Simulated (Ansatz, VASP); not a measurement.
# Cu in VASP and in Ansatz

Contents of INCAR:

```
SYSTEM = Cu
  ALGO = Normal
  EDIFF = 1E-6
  ENCUT = 520
  GGA = PS
  ISIF = 2
  ISMEAR = -1
  LASPH = .True.
  LCHARG = .False.
  LREAL = .False.
  LWAVE = .False.
  NBANDS = 42
  NELM = 100
  PREC = Accurate
  SIGMA = 0.1
```

Contents of KPOINTS:

```
k-points
0
Gamma
  12 12 1
  0 0 0
```

The input POSCAR:

```
Cu
1.0
    2.5036580000      0.0000000000      0.0000000000
   -1.2518290000      2.1682320000      0.0000000000
    0.0000000000      0.0000000000     24.5755890000
Cu
6
Direct
    0.0000000000      0.0000000000      0.3737640000
    0.6666666667      0.3333333333      0.2896140000
    0.3133625546      0.6666666667      0.4579910000
    0.0000000000      0.0000000000      0.6262360000
    0.6666666667      0.3333333333      0.5420090000
    0.3333333333      0.6666666667      0.7103860000
```

Input for Ansatz:

```yaml
crystal:
  lattice:
    - [2.503658, 0.0, 0.0]
    - [-1.251829, 2.168232, 0.0]
    - [0.0, 0.0, 24.575589]
  atoms:
    - { symbol: Cu, position: [0.0, 0.0, 0.373764] }
    - { symbol: Cu, position: [0.6666666666666666, 0.3333333333333333, 0.289614] }
    - { symbol: Cu, position: [0.31336255457680984, 0.6666666666666666, 0.457991] }
    - { symbol: Cu, position: [0.0, 0.0, 0.626236] }
    - { symbol: Cu, position: [0.6666666666666666, 0.3333333333333333, 0.542009] }
    - { symbol: Cu, position: [0.3333333333333333, 0.6666666666666666, 0.710386] }
kpoints:
  mp_grid:
    grid: [12, 12, 1]
hamiltonian:
  xc: pbesol
scf:
  occupations:
    method: fermi_dirac
    width: 0.1
output:
  forces: true
```

Alike in both runs: task single point; functional PBEsol; k mesh 12 × 12 × 1; occupations fermi-dirac, width 0.1 eV; no spin polarisation.

```csv
,VASP,Ansatz
version,VASP 6.6.1,Ansatz 0.2.0
potentials or method,"VASP PAW PBE potentials, release 64 (Cu)","plane waves, PAW"
plane-wave cutoff (eV),520,420
valence electrons in the cell,66,114
```

Ansatz gave:

- rms of the force components (eV/Å): 0.039

**Question.** Estimate VASP's values.

**Answer.** rms of the force components (eV/Å): 0.035.

VASP's potentials were made for PBE, not for PBEsol. Atom by atom the forces differ by 0.007 eV/Å (rms over components). The functional is the same, so the differences come from potentials, cutoffs and numerics. VASP's potentials hold 66 valence electrons a cell and Ansatz's 114, so a difference there can come from the potentials and not from the codes.
